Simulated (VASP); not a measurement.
# TaN (Fm-3m) in VASP: further runs, part 2 of 2

VASP 6.6.1. The steps go on from the part before.

## Step 4: Single point, r2SCAN

This run uses another cell than the first one: it holds 4 atoms, not 2.

Input file POSCAR:

```
TaN
1.0
    2.1982663156      2.1982663156      0.0000000000
   -2.1982663156      2.1982663156      0.0000000000
    0.0000000000      0.0000000000      4.3965326312
Ta N
2 2
Direct
    0.5000000000      0.5000000000      0.0000000000
    0.0000000000      0.0000000000      0.5000000000
    0.0000000000      0.0000000000      0.0000000000
    0.5000000000      0.5000000000      0.5000000000
```

Input file INCAR.step1:

```
ALGO = Normal
EDIFF = 1E-4
ENCUT = 520
GGA = PE
ISMEAR = 0
LASPH = T
LCHARG = F
LREAL = F
LWAVE = T
NBANDS = 24
NELM = 60
PREC = Accurate
SIGMA = 0.1
```

Input file INCAR.step2:

```
ALGO = Normal
EDIFF = 1E-6
ENCUT = 520
ISIF = 2
ISMEAR = 0
ISTART = 1
LASPH = T
LCHARG = T
LELF = T
LMIXTAU = T
LREAL = F
LVHAR = T
LWAVE = F
METAGGA = R2SCAN
NBANDS = 24
NELM = 60
PREC = Accurate
SIGMA = 0.1
```

Input file KPOINTS:

```
k-points
0
Gamma
  16 16 12
```

Potentials or basis: VASP PAW PBE potentials, release 64 (Ta_pv, N).

Started as:

```console
> cat potpaw_PBE.64/Ta_pv/POTCAR potpaw_PBE.64/N/POTCAR > POTCAR
> cp INCAR.step1 INCAR
> mpirun -np 1 vasp_std > vasp.out
> cp INCAR.step2 INCAR
> mpirun -np 1 vasp_std > vasp.out
```

OUTCAR:

```text
EDIFF = 1E-6
   ENCUT = 520
   ISIF = 2
   ISMEAR = 0
   ISTART = 1
   LASPH = T
   LREAL = F
   METAGGA = R2SCAN
   NELM = 60
   PREC = Accurate

 ion  position               nearest neighbor table
   1  0.500  0.500  0.000-   3 2.20   4 2.20   4 2.20   3 2.20   3 2.20   3 2.20   2 3.11   2 3.11
                             2 3.11   2 3.11   2 3.11   2 3.11   2 3.11   2 3.11
   2  0.000  0.000  0.500-   3 2.20   4 2.20   3 2.20   4 2.20   4 2.20   4 2.20   1 3.11   1 3.11
                             1 3.11   1 3.11   1 3.11   1 3.11   1 3.11   1 3.11
   3  0.000  0.000  0.000-   1 2.20   2 2.20   2 2.20   1 2.20   1 2.20   1 2.20
   4  0.500  0.500  0.500-   1 2.20   2 2.20   1 2.20   2 2.20   2 2.20   2 2.20

  LATTYP: Found a simple tetragonal cell.
 ALAT       =     3.1088180372
 C/A-ratio  =     1.4142135624

  Lattice vectors:

 A1 = (   2.1982663156,   2.1982663156,   0.0000000000)
 A2 = (  -2.1982663156,   2.1982663156,   0.0000000000)
 A3 = (   0.0000000000,   0.0000000000,   4.3965326312)

Analysis of symmetry for initial positions (statically):
=====================================================================
[... 194 lines left out ...]

 val. band max:        9.6147441793   @ k =   0.5000   0.1875   0.4167
 cond. band min:       9.6180922071   @ k =   0.4375   0.3125   0.5000
 fundamental gap:      0.0033480277
 Fermi energy:         9.6163608561

 k-point     1 :       0.0000    0.0000    0.0000
  band No.  band energies     occupation
      1     -28.2665      2.00000
      2     -27.8160      2.00000
      3     -27.8160      2.00000
      4     -27.5266      2.00000
      5     -27.5263      2.00000
      6     -27.5263      2.00000
[... 637 lines left out ...]
     23      16.0947      0.00000
     24      16.0947      0.00000

 [... further k-points ...]

------------------------ aborting loop because EDIFF is reached ----------------------------------------

  FORCE on cell =-STRESS in cart. coord.  units (eV):
  Direction    XX          YY          ZZ          XY          YZ          ZX
  --------------------------------------------------------------------------------------
  -------------------------------------------------------------------------------------
  Total        0.4856197      0.4856197      0.5369337      0.0000000     -0.0000000     -0.0000000
  in kB       18.3107433     18.3107433     20.2455851      0.0000000     -0.0000000     -0.0000000
  external PRESSURE =      18.9556905 kB  Pullay stress =       0.0000000 kB

 VOLUME and BASIS-vectors are now :
 -----------------------------------------------------------------------------
  energy-cutoff  :      520.00
  volume of cell :       42.49
      direct lattice vectors                 reciprocal lattice vectors
     2.198266316  2.198266316  0.000000000     0.227451968  0.227451968  0.000000000
    -2.198266316  2.198266316  0.000000000    -0.227451968  0.227451968  0.000000000
     0.000000000  0.000000000  4.396532631     0.000000000  0.000000000  0.227451968

 POSITION                                       TOTAL-FORCE (eV/Angst)
 -----------------------------------------------------------------------------------
      0.00000      2.19827      0.00000         0.000000     -0.000000     -0.000000
      0.00000      0.00000      2.19827        -0.000000      0.000000      0.000000
      0.00000      0.00000      0.00000         0.000000      0.000000      0.000000
      0.00000      2.19827      2.19827        -0.000000     -0.000000     -0.000000
 -----------------------------------------------------------------------------------
    total drift:                                0.000000     -0.000000     -0.000000

  FREE ENERGIE OF THE ION-ELECTRON SYSTEM (eV)
  ---------------------------------------------------
  free  energy   TOTEN  =      -119.2516209187 eV

  energy  without entropy=     -119.2420432939  energy(sigma->0) =     -119.24683211
```

OUTCAR.step1:

```text
EDIFF = 1E-4
   ENCUT = 520
   GGA = PE
   ISMEAR = 0
[... 896 lines left out ...]
      0.00000      2.19827      0.00000        -0.000000     -0.000000     -0.000000
      0.00000      0.00000      2.19827         0.000000      0.000000      0.000000
      0.00000      0.00000      0.00000        -0.000000      0.000000      0.000000
      0.00000      2.19827      2.19827         0.000000     -0.000000      0.000000
 -----------------------------------------------------------------------------------
    total drift:                                0.000000     -0.000000     -0.000000

  FREE ENERGIE OF THE ION-ELECTRON SYSTEM (eV)
  ---------------------------------------------------
  free  energy   TOTEN  =       -43.6427148097 eV

  energy  without entropy=      -43.6328288673  energy(sigma->0) =      -43.63777184
```

Wall time 17 min (1 thread of Oxide Virtual Turin-like, shared host); peak memory 0.35 GiB.

Results:

| Quantity | Value |
| --- | --- |
| Free energy | -119.2516 eV |
| Pressure | 1.9 GPa |
| Band gap on the k mesh | zero (bands 16 and 17 overlap by 4.10 eV) |

Levels at points of the mesh, in eV from the Fermi level:
| k point | band 13 | band 14 | band 15 | band 16 | band 17 | band 18 | band 19 | band 20 |
| --- | --- | --- | --- | --- | --- | --- | --- | --- |
| (0.00, 0.00, 0.00) | -4.14 | -4.14 | -4.14 | -2.16 | -2.16 | -2.16 | 0.14 | 0.14 |
| (0.50, 0.00, 0.00) | -7.02 | -7.02 | 0.42 | 0.42 | 0.66 | 0.66 | 1.77 | 1.77 |
| (0.50, 0.50, 0.00) | -5.00 | -5.00 | -5.00 | -5.00 | 2.22 | 2.22 | 3.56 | 3.56 |
| (0.00, 0.00, 0.50) | -5.25 | -5.25 | -4.21 | -4.21 | 1.08 | 1.08 | 1.67 | 1.67 |
| (0.50, 0.00, 0.50) | -8.00 | -8.00 | 1.93 | 1.93 | 1.93 | 1.93 | 2.08 | 2.08 |
| (0.50, 0.50, 0.50) | -7.19 | -7.19 | -0.20 | -0.20 | -0.20 | -0.20 | 3.57 | 3.57 |

Caveat: the PAW data sets were made with another functional, which shifts forces and pressure a little; spin-orbit coupling is left out, which moves the levels of the heavy elements.

## Step 5: Single point, r2SCAN

Input file POSCAR:

```
TaN
1.0
    3.1088180367      0.0000000000      0.0000000000
   -1.5544090183      2.6923153955      0.0000000000
    1.5544090183      0.8974384652      2.5383392977
Ta N
1 1
Direct
    0.0000000000      0.5000000000      0.5000000000
    0.0000000000      0.0000000000      0.0000000000
```

Input file INCAR.step1:

```
  PREC = Accurate
  ENCUT = 520
  ISMEAR = 0
  SIGMA = 0.1
  LREAL = F
  LASPH = T
  NELM = 100
  ISYM = 0
  NBANDS = 15
  GGA = PE
  ALGO = Normal
  EDIFF = 1E-4
  LWAVE = T
  LCHARG = F
```

Input file INCAR.step2:

```
  PREC = Accurate
  ENCUT = 520
  EDIFF = 1E-6
  ISMEAR = 0
  SIGMA = 0.1
  LREAL = F
  LASPH = T
  NELM = 100
  ALGO = Normal
  ISIF = 2
  LWAVE = F
  LCHARG = F
  METAGGA = R2SCAN
  LMIXTAU = T
  ISYM = 0
  NBANDS = 15
  ISTART = 1
```

Input file KPOINTS:

```
regular mesh
0
Gamma
  12 12 14
```

Started as:

```console
> cat potpaw_PBE.64/Ta_pv/POTCAR potpaw_PBE.64/N/POTCAR > POTCAR
> cp INCAR.step1 INCAR
> mpirun -np 1 vasp_std > vasp.out
> cp INCAR.step2 INCAR
> mpirun -np 1 vasp_std > vasp.out
```

Run time: 18 min. Hardware: 1 thread of AMD EPYC 9755, shared host; peak memory 0.38 GiB.

The run converged, but its numbers aren't listed here, since they failed a check.

Caveat: the PAW data sets were made with another functional, which shifts forces and pressure a little; spin-orbit coupling is left out, which moves the levels of the heavy elements.

## Step 6: Summary

```tsv
task	cell	k mesh	cutoff (eV)	gap on the mesh (eV)	pressure (GPa)
relaxation of cell and atoms	relaxed from a = 3.110 Å, angles 60.0°, 2 atoms, atomic positions A	16 × 16 × 16	600	none	0.0
single point	a = 3.062, b = 3.062, c = 4.331 Å, 4 atoms, atomic positions B	16 × 16 × 12	520	none	19.9
single point	a = 3.109, b = 3.109, c = 4.397 Å, 4 atoms, atomic positions B	16 × 16 × 12	520	none	1.9
```

Alike in all rows: level r2SCAN; potentials or basis VASP PAW PBE potentials, release 64 (Ta_pv, N); no spin polarisation; smearing gaussian 0.1 eV.

Caveats: the PAW data sets were made with another functional, which shifts forces and pressure a little; spin-orbit coupling is left out, which moves the levels of the heavy elements; the highest band is partly filled, so the run has too few bands (at least some runs); the cell stands under pressure (at least some runs).

Absolute energies hang on the potentials; compare differences alone.
